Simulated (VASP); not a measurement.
# BaTiO3 in VASP: notebook

BaTiO3 is run at these levels: r2SCAN+U; tasks: single point, relaxation of cell and atoms.

Everything below comes from runs of VASP 6.6.1. Logs are shortened: lines on timing, memory, paths and dates and some standing lists are left out, and cuts for length are marked.

### 1 The cell of the first run

The structure is orthorhombic, space group Amm2 (No. 38). Conventional cell: a = 4.000 Å, b = 5.703 Å, c = 5.719 Å, α = 90.00°, β = 90.00°, γ = 90.00°. Ba (site symmetry mm2) has 12 O at 2.79 to 2.92 Å and 8 Ti at 3.44 to 3.54 Å within 3.7 Å. Within 2.5 Å of Ti (site symmetry mm2) lie 6 O at 1.90 to 2.14 Å. Within 2.5 Å of O (site symmetry m) lie 2 Ti at 1.90 to 2.14 Å. Within 3.0 Å of O (site symmetry mm2) lie 2 Ti at 2.00 Å and 4 Ba at 2.79 to 2.92 Å and 8 O at 2.82 to 2.86 Å.

### 2 Single point, r2SCAN+U

File POSCAR:

```
BaTiO3
1.0
    3.9999975031      0.0000000000      0.0000000000
    0.0000000000      2.8516480956      2.8596107230
    0.0000000000     -2.8516480956      2.8596107230
Ba Ti O
1 1 3
Direct
    0.0000000000      0.0021091361      0.0021091361
    0.5000000000      0.5125070761      0.5125070761
    0.5000000000      0.9828467962      0.4917118563
    0.5000000000      0.4917118563      0.9828467962
    0.0000000000      0.4907251354      0.4907251354
```

File INCAR.step1:

```
PREC = Accurate
ENCUT = 520
ISMEAR = 0
SIGMA = 0.02
LREAL = False
LASPH = True
NELM = 150
LMAXMIX = 4
LDAU = True
LDAUTYPE = 2
LDAUL = -1 2 -1
LDAUU = 0 4 0
LDAUJ = 0 0 0
NBANDS = 28
GGA = PE
ALGO = Normal
EDIFF = 1E-4
LWAVE = True
LCHARG = False
```

File INCAR.step2:

```
PREC = Accurate
ENCUT = 520
EDIFF = 1E-6
ISMEAR = 0
SIGMA = 0.02
LREAL = False
LASPH = True
NELM = 150
ALGO = Normal
ISIF = 2
LWAVE = False
LCHARG = False
LMAXMIX = 4
LDAU = True
LDAUTYPE = 2
LDAUL = -1 2 -1
LDAUU = 0 4 0
LDAUJ = 0 0 0
LDAUPRINT = 1
METAGGA = R2SCAN
LMIXTAU = True
NBANDS = 28
ISTART = 1
```

File KPOINTS:

```
regular mesh
0
Gamma
  6 6 6
```

Potentials or basis: VASP PAW PBE potentials, release 64 (Ba_sv, Ti_sv, O).

Started as:

```console
$ cat potpaw_PBE.64/Ba_sv/POTCAR potpaw_PBE.64/Ti_sv/POTCAR potpaw_PBE.64/O/POTCAR > POTCAR
$ cp INCAR.step1 INCAR
$ mpirun -np 1 vasp_std > vasp.out
$ cp INCAR.step2 INCAR
$ mpirun -np 1 vasp_std > vasp.out
```

OUTCAR:

```text
PREC = Accurate
   ENCUT = 520
   EDIFF = 1E-6
   ISMEAR = 0
   LREAL = False
   LASPH = True
   NELM = 150
   ISIF = 2
   METAGGA = R2SCAN
   ISTART = 1

 ion  position               nearest neighbor table
   1  0.000  0.002  0.002-   5 2.79   4 2.81   3 2.81   3 2.81   4 2.81   5 2.85   5 2.85   4 2.87
                             3 2.87   3 2.87   4 2.87   5 2.92   2 3.44   2 3.44   2 3.48   2 3.48
   2  0.500  0.513  0.513-   3 1.90   4 1.90   5 2.00   5 2.00   3 2.14   4 2.14   1 3.44   1 3.44
                             1 3.48   1 3.48   1 3.48   1 3.48   1 3.54   1 3.54
   3  0.500  0.983  0.492-   2 1.90   2 2.14   1 2.81   1 2.81   1 2.87   1 2.87
   4  0.500  0.492  0.983-   2 1.90   2 2.14   1 2.81   1 2.81   1 2.87   1 2.87
   5  0.000  0.491  0.491-   2 2.00   2 2.00   1 2.79   1 2.85   1 2.85   1 2.92

  LATTYP: Found a base centered orthorhombic cell.
 ALAT       =     5.7032961912
 B/A-ratio  =     1.0027922896
 C/A-ratio  =     0.7013483728

  Lattice vectors:

 A1 = (   0.0000000000,   2.8516480956,  -2.8596107230)
 A2 = (   0.0000000000,   2.8516480956,   2.8596107230)
 A3 = (   3.9999975031,   0.0000000000,   0.0000000000)

Analysis of symmetry for initial positions (statically):
=====================================================================
 Subroutine PRICEL returns:
 Original cell was already a primitive cell.

 Routine SETGRP: Setting up the symmetry group for a
 base centered orthorhombic supercell.

 Subroutine GETGRP returns: Found  4 space group operations
 (whereof  4 operations were pure point group operations)
 out of a pool of  8 trial point group operations.

The static configuration has the point symmetry C_2v.

Analysis of symmetry for dynamics (positions and initial velocities):
=====================================================================
 Subroutine PRICEL returns:
 Original cell was already a primitive cell.

 Routine SETGRP: Setting up the symmetry group for a
 base centered orthorhombic supercell.

 Subroutine GETGRP returns: Found  4 space group operations
 (whereof  4 operations were pure point group operations)
 out of a pool of  8 trial point group operations.

The dynamic configuration has the point symmetry C_2v.

 Subroutine INISYM returns: Found  4 space group operations
 (whereof  4 operations are pure point group operations),
 and found     1 'primitive' translations

----------------------------------------------------------------------------------------

                                     Primitive cell

  volume of cell :      65.2368

  direct lattice vectors                    reciprocal lattice vectors
     3.999997503  0.000000000  0.000000000     0.250000156  0.000000000  0.000000000
     0.000000000  2.851648096  2.859610723     0.000000000  0.175337203  0.174848974
     0.000000000 -2.851648096  2.859610723     0.000000000 -0.175337203  0.174848974

  length of vectors
     3.999997503  4.038473765  4.038473765     0.250000156  0.247619261  0.247619261

  position of ions in fractional coordinates (direct lattice)
     0.000000000  0.002109136  0.002109136
     0.500000000  0.512507076  0.512507076
     0.500000000  0.982846796  0.491711856
     0.500000000  0.491711856  0.982846796
     0.000000000  0.490725135  0.490725135

  ion indices of the primitive-cell ions
   primitive index   ion index
                 1           1
                 2           2
                 3           3
                 4           4
                 5           5

----------------------------------------------------------------------------------------
[... 59 lines left out ...]
   NGXF,Y,Z  is equivalent  to a cutoff of  24.94, 24.70, 24.70 a.u.
 SYSTEM =  unknown system
   PREC   = accura    normal or accurate (medium, high low for compatibility)
   ISTART =      1    job   : 0-new  1-cont  2-samecut
   ICHARG =      0    charge: 1-file 2-atom 10-const
   ISPIN  =      1    spin polarized calculation?
   LNONCOLLINEAR =      F non collinear calculations
   LSORBIT =      F    spin-orbit coupling
   LASPH  =      T    aspherical Exc in radial PAW
   ENCUT  =  520.0 eV  38.22 Ry    6.18 a.u.   7.44  7.51  7.51*2*pi/ulx,y,z
   NELM   =    150;   NELMIN=  2; NELMDL=  0     # of ELM steps
   EDIFF  = 0.1E-05   stopping-criterion for ELM
   LREAL  =      F    real-space projection
   EDIFFG = 0.1E-04   stopping-criterion for IOM
   NSW    =      0    number of steps for IOM
   IBRION =     -1    ionic relax: 0-MD 1-quasi-New 2-CG
   NFREE  =      0    steps in history (QN), initial steepest desc. (CG)
   ISIF   =      2    stress and relaxation
   ISYM   =      2    0-nonsym 1-usesym 2-fastsym
   POTIM  = 0.5000    time-step for ionic-motion
   TEBEG  =    0.0;   TEEND  =   0.0 temperature during run
   PSTRESS=    0.0 pullay stress
   NELECT =      40.0000    total number of electrons
   NUPDOWN=      -1.0000    fix difference up-down
   EMIN   =  10.00;   EMAX   =-10.00  energy-range for DOS
   EFERMI =   0.00;   METHOD = LEGACY
   ISMEAR =     0;   SIGMA  =   0.02  broadening in eV -4-tet -1-fermi 0-gaus
   EFERMI_NEDOS =   21; number of points for ismear=-14 and -15
   IALGO  =     38    algorithm
   IMIX   =      4    mixing-type and parameters
     AMIX     =   0.40;   BMIX     =  1.00
     AMIX_MAG =   1.60;   BMIX_MAG =  1.00
  volume/ion in A,a.u.               =      13.05        88.05
  Fermi-wavevector in a.u.,A,eV,Ry     =   1.390798  2.628227 26.317999  1.934318
  Thomas-Fermi vector in A             =   2.514698
   LORBIT       =      0    0 simple, 1 ext, 2 COOP (PROOUT), +10 PAW based schemes
 LDA+U is selected, type is set to LDAUTYPE =  2
   angular momentum for each species LDAUL =    -1    2   -1
   U (eV)           for each species LDAUU =   0.0  4.0  0.0
   J (eV)           for each species LDAUJ =   0.0  0.0  0.0
   METAGGA = R2SCAN    functional components
   LHFCALC =     F    Hartree Fock is set to
   AEXX    =    0.0000 exact exchange contribution
   IVDW    =     0    specifies the selected vdW correction
   LEPSILON=     F    determine dielectric tensor
   LRPA    =     F    only Hartree local field effects (RPA)
 non-spin polarized calculation
 Gauss-broadening in eV      SIGMA  =   0.02
  energy-cutoff  :      520.00
  volume of cell :       65.24
 maximum number of plane-waves:      1783
 NGX is ok and might be reduce to    30
   NGX = 15   NGY = 15   NGZ = 15

atom =   2  type =  2  l = 2

 onsite density matrix

spin component  1

  0.0983  0.0000  0.0000  0.0000  0.0000
  0.0000  0.2391  0.0000  0.0000  0.0000
  0.0000  0.0000  0.1303  0.0000 -0.0541
  0.0000  0.0000  0.0000  0.0974  0.0000
  0.0000  0.0000 -0.0541  0.0000  0.2052

spin component  2

  0.0983  0.0000  0.0000  0.0000  0.0000
  0.0000  0.2391  0.0000  0.0000  0.0000
  0.0000  0.0000  0.1303  0.0000 -0.0541
  0.0000  0.0000  0.0000  0.0974  0.0000
  0.0000  0.0000 -0.0541  0.0000  0.2052

 occupancies and eigenvectors

  o =  0.0974  v =  0.0000  0.0000  0.0000  1.0000  0.0000  0.0000  0.0000  0.0000  0.0000  0.0000      0.0000  0.0000  0.0000  0.0000  0.0000  0.0000  0.0000  0.0000  0.0000  0.0000
  o =  0.0974  v =  0.0000  0.0000  0.0000  0.0000  0.0000  0.0000  0.0000  0.0000  1.0000  0.0000      0.0000  0.0000  0.0000  0.0000  0.0000  0.0000  0.0000  0.0000  0.0000  0.0000
  o =  0.0983  v =  1.0000  0.0000  0.0000  0.0000  0.0000  0.0000  0.0000  0.0000  0.0000  0.0000      0.0000  0.0000  0.0000  0.0000  0.0000  0.0000  0.0000  0.0000  0.0000  0.0000
  o =  0.0983  v =  0.0000  0.0000  0.0000  0.0000  0.0000  1.0000  0.0000  0.0000  0.0000  0.0000      0.0000  0.0000  0.0000  0.0000  0.0000  0.0000  0.0000  0.0000  0.0000  0.0000
  o =  0.1019  v =  0.0000  0.0000 -0.8857  0.0000 -0.4643  0.0000  0.0000  0.0000  0.0000  0.0000      0.0000  0.0000  0.0000  0.0000  0.0000  0.0000  0.0000  0.0000  0.0000  0.0000
  o =  0.1019  v =  0.0000  0.0000  0.0000  0.0000  0.0000  0.0000  0.0000 -0.8857  0.0000 -0.4643      0.0000  0.0000  0.0000  0.0000  0.0000  0.0000  0.0000  0.0000  0.0000  0.0000
  o =  0.2335  v =  0.0000  0.0000  0.0000  0.0000  0.0000  0.0000  0.0000 -0.4643  0.0000  0.8857      0.0000  0.0000  0.0000  0.0000  0.0000  0.0000  0.0000  0.0000  0.0000  0.0000
  o =  0.2335  v =  0.0000  0.0000 -0.4643  0.0000  0.8857  0.0000  0.0000  0.0000  0.0000  0.0000      0.0000  0.0000  0.0000  0.0000  0.0000  0.0000  0.0000  0.0000  0.0000  0.0000
  o =  0.2391  v =  0.0000  0.0000  0.0000  0.0000  0.0000  0.0000  1.0000  0.0000  0.0000  0.0000      0.0000  0.0000  0.0000  0.0000  0.0000  0.0000  0.0000  0.0000  0.0000  0.0000
  o =  0.2391  v =  0.0000  1.0000  0.0000  0.0000  0.0000  0.0000  0.0000  0.0000  0.0000  0.0000      0.0000  0.0000  0.0000  0.0000  0.0000  0.0000  0.0000  0.0000  0.0000  0.0000

 number of electron      39.9999993 magnetization

 Free energy of the ion-electron system (eV)
  ---------------------------------------------------
  ext. energy  EPLUGINS =         0.00000000
  ---------------------------------------------------
  free energy    TOTEN  =       -71.63790148 eV

  energy without entropy =      -71.63790148  energy(sigma->0) =      -71.63790148

 E-fermi :   3.6210     XC(G=0): -11.8172

 val. band max:        3.5290817163   @ k =   0.5000   0.5000   0.5000
 cond. band min:       6.3961352847   @ k =   0.0000   0.0000   0.0000
 fundamental gap:      2.8670535684
 Fermi energy:         3.6209772198

 k-point     1 :       0.0000    0.0000    0.0000
  band No.  band energies     occupation
      1     -56.3195      2.00000
      2     -31.4502      2.00000
      3     -31.4453      2.00000
      4     -31.4181      2.00000
      5     -22.0107      2.00000
      6     -14.3449      2.00000
[... 733 lines left out ...]
     27      12.2466      0.00000
     28      12.6866      0.00000

 [... further k-points ...]

------------------------ aborting loop because EDIFF is reached ----------------------------------------

  FORCE on cell =-STRESS in cart. coord.  units (eV):
  Direction    XX          YY          ZZ          XY          YZ          ZX
  --------------------------------------------------------------------------------------
  -------------------------------------------------------------------------------------
  Total        1.0439726      1.2441259      1.1001591      0.0000000      0.0000000      0.0000000
  in kB       25.6393575     30.5550042     27.0192641      0.0000000      0.0000000      0.0000000
  external PRESSURE =      27.7378752 kB  Pullay stress =       0.0000000 kB

 VOLUME and BASIS-vectors are now :
 -----------------------------------------------------------------------------
  energy-cutoff  :      520.00
  volume of cell :       65.24
      direct lattice vectors                 reciprocal lattice vectors
     3.999997503  0.000000000  0.000000000     0.250000156  0.000000000  0.000000000
     0.000000000  2.851648096  2.859610723     0.000000000  0.175337203  0.174848974
     0.000000000 -2.851648096  2.859610723     0.000000000 -0.175337203  0.174848974

 POSITION                                       TOTAL-FORCE (eV/Angst)
 -----------------------------------------------------------------------------------
      0.00000      0.00000      0.01206         0.000000      0.000000     -0.023525
      2.00000      0.00000      2.93114         0.000000      0.000000     -0.587720
      2.00000      1.40054      4.21666         0.000000      0.300995      0.302539
      2.00000     -1.40054      4.21666         0.000000     -0.300995      0.302539
      0.00000      0.00000      2.80657         0.000000      0.000000      0.006168
 -----------------------------------------------------------------------------------
    total drift:                                0.000000      0.000002      0.010713

  FREE ENERGIE OF THE ION-ELECTRON SYSTEM (eV)
  ---------------------------------------------------
  free  energy   TOTEN  =       -71.6379014815 eV

  energy  without entropy=      -71.6379014815  energy(sigma->0) =      -71.63790148
```

Wall time 5.2 min (1 thread of Intel Xeon 8259CL, shared host); peak memory 0.24 GiB.

Results:

```
Free energy            : -71.6379 eV
Pressure               : 2.8 GPa
Largest force          : 0.588 eV/Å
Band gap on the k mesh : 2.87 eV (least direct gap 3.22 eV)
```

Forces in eV/Å, atoms in the order of the input:
```
Ba   0.000  0.000 -0.024
Ti   0.000  0.000 -0.588
O    0.000  0.301  0.303
O    0.000 -0.301  0.303
O    0.000  0.000  0.006
```

Stress tensor (GPa, compression positive):
```
2.56 0.00 0.00
0.00 3.06 0.00
0.00 0.00 2.70
```

Eigenvalues of the final occupation matrices:
| site | spin | trace | eigenvalues |
| --- | --- | --- | --- |
| site 2 d | 1 | 0.77 | 0.10 0.10 0.10 0.23 0.24 |
| site 2 d | 2 | 0.77 | 0.10 0.10 0.10 0.23 0.24 |

Caveat: the PAW data sets were made with another functional, which shifts forces and pressure a little; spin-orbit coupling is left out, which moves the levels of the heavy elements. A k mesh can miss the band edges.

### 3 Relaxation of cell and atoms, r2SCAN+U, target pressure 90 GPa, at which the enthalpy is minimised

This run uses another cell than the first one, of 9.84 Å³/atom.

File POSCAR:

```
BaTiO3
1.0
    3.6646339660      0.0000000000      0.0000000000
    0.0000000000      2.5912875280      2.5912875280
    0.0000000000     -2.5912875280      2.5912875280
Ba Ti O
1 1 3
Direct
    0.0000000000     -0.0040200000     -0.0040200000
    0.5000000000      0.4959800000      0.4959800000
    0.5000000000      0.9959800000      0.4959800000
    0.5000000000      0.4959800000      0.9959800000
    0.0000000000      0.4959800000      0.4959800000
```

File INCAR.step1:

```
  ALGO = Normal
  EDIFF = 1E-4
  ENCUT = 600
  GGA = PE
  ISMEAR = 0
  LASPH = True
  LCHARG = False
  LDAU = True
  LDAUJ = 0 0 0
  LDAUL = -1 2 -1
  LDAUTYPE = 2
  LDAUU = 0 4 0
  LMAXMIX = 4
  LREAL = False
  LWAVE = True
  NELM = 150
  PREC = Accurate
  SIGMA = 0.02
```

File INCAR.step2:

```
  ALGO = Normal
  EDIFF = 1E-6
  EDIFFG = -0.008
  ENCUT = 600
  IBRION = 2
  ISIF = 3
  ISMEAR = 0
  ISTART = 1
  LASPH = True
  LCHARG = False
  LDAU = True
  LDAUJ = 0 0 0
  LDAUL = -1 2 -1
  LDAUPRINT = 1
  LDAUTYPE = 2
  LDAUU = 0 4 0
  LMAXMIX = 4
  LMIXTAU = True
  LREAL = False
  LWAVE = False
  METAGGA = R2SCAN
  NELM = 150
  NSW = 70
  PREC = Accurate
  PSTRESS = 900.0
  SIGMA = 0.02
```

File KPOINTS:

```
k-points
0
Gamma
  6 6 6
```

Potentials or basis: VASP PAW PBE potentials, release 64 (Ba_sv, Ti_sv, O).

Started as:

```console
$ cat potpaw_PBE.64/Ba_sv/POTCAR potpaw_PBE.64/Ti_sv/POTCAR potpaw_PBE.64/O/POTCAR > POTCAR
$ cp INCAR.step1 INCAR
$ mpirun -np 1 vasp_std > vasp.out
$ cp INCAR.step2 INCAR
$ mpirun -np 1 vasp_std > vasp.out
```

It took 5.7 min on 1 thread of Intel Xeon 8259CL, shared host; peak memory 0.21 GiB.

The run converged. Its results:

* Free energy: -68.1700 eV
* Relaxed volume: 9.93 Å³/atom
* Relaxed cell: a = 3.675 Å, b = 3.675 Å, c = 3.675 Å, α = 90.00°, β = 90.00°, γ = 90.00°
* Space group after relaxing (to 0.1 Å): Pm-3m (No. 221)
* Energy change on relaxing (the run minimises the enthalpy): -47.8 meV/atom
* Ionic steps: 3
* Pressure after relaxing: 89.9 GPa
* Band gap on the k mesh: 3.09 eV

Step by step:
```
step  energy change (eV)  largest force (eV/Å)  pressure (GPa)  volume (Å³)
   1              0.0000                0.0000           94.34        49.21
   2             -1.0146                0.0000           75.26        51.14
   3             -0.2388                0.0000           89.92        49.63
```

Final structure:
```xyz
5
Lattice="3.6749 0.0000 0.0000 0.0000 2.5986 2.5986 0.0000 -2.5986 2.5986" Properties=species:S:1:pos:R:3 pbc="T T T"
Ba    3.6749    0.0000    5.1762
Ti    1.8375    0.0000    2.5777
O     1.8375    1.2993    3.8769
O     1.8375   -1.2993    3.8769
O     3.6749    0.0000    2.5777
```

Levels at points of the mesh, in eV from the valence-band top:
```csv
k point,band 17,band 18,band 19,band 20,band 21,band 22,band 23,band 24
"(0.00, 0.00, 0.00)",-1.83,0.00,0.00,0.00,3.09,3.09,3.09,5.47
"(0.50, 0.00, 0.00)",-2.10,-2.10,-0.89,-0.89,3.44,5.77,5.77,6.10
"(0.50, 0.50, 0.00)",-1.82,-0.75,-0.75,-0.34,5.80,5.80,6.32,7.42
"(0.50, 0.50, 0.50)",-2.02,-0.20,-0.20,-0.20,6.87,6.87,6.87,8.51
```

Eigenvalues of the final occupation matrices:
| site | spin | trace | eigenvalues |
| --- | --- | --- | --- |
| site 2 d | 1 | 0.95 | 0.11 0.11 0.11 0.30 0.30 |
| site 2 d | 2 | 0.95 | 0.11 0.11 0.11 0.30 0.30 |

Caveat: the cell is relaxed towards a set pressure, so the run minimises the enthalpy, not the energy; the PAW data sets were made with another functional, which shifts forces and pressure a little; spin-orbit coupling is left out, which moves the levels of the heavy elements. A k mesh can miss the band edges.
